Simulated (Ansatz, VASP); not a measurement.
**One calculation of TaN, two programs**

```
CELL_PARAMETERS angstrom
0.00000 2.22818 2.22818
2.22818 0.00000 2.22818
2.22818 2.22818 0.00000
ATOMIC_POSITIONS crystal
Ta 0.49566 0.50434 0.50434
N 0.05612 0.94388 0.94388
```

Change from the starting cell: mode 4 frozen in at -0.244 Å, equal normal strain along x, y and z +0.0250.

Alike in both runs: task single point; functional LDA; k mesh 18 × 18 × 18; occupations gaussian, width 0.15 eV; no spin polarisation.

```csv
,VASP,Ansatz
version,VASP 6.6.1,Ansatz 0.2.0
potentials or method,"VASP PAW LDA potentials, release 64 (Ta_pv, N), cutoff 520 eV","scalar-relativistic, plane waves, PAW"
valence electrons in the cell,16,18
```

VASP gave:

* gap on the k mesh at the Fermi level (eV): none
* pressure (GPa): -10.7
* traceless stress, the component that is largest in VASP (GPa): 19.82
* rms of the force components (eV/Å): 1.408

Q: What did Ansatz give for the same quantities?

A: gap on the k mesh at the Fermi level (eV): none; pressure (GPa): -12.5; traceless stress, the component that is largest in VASP (GPa): 19.44; rms of the force components (eV/Å): 1.376.

Ansatz warns that its potentials were made for another functional, while VASP's fit it. LDA's correlation is that of Perdew and Zunger in VASP and of Perdew and Wang (1992) in Ansatz. Atom by atom the forces differ by 0.032 eV/Å (rms over components). A gap of «none» marks a metal or a gap that the smearing closes. VASP's potentials hold 16 valence electrons a cell and Ansatz's 18, so a difference there can come from the potentials and not from the codes.

Neither program's run includes spin-orbit coupling.
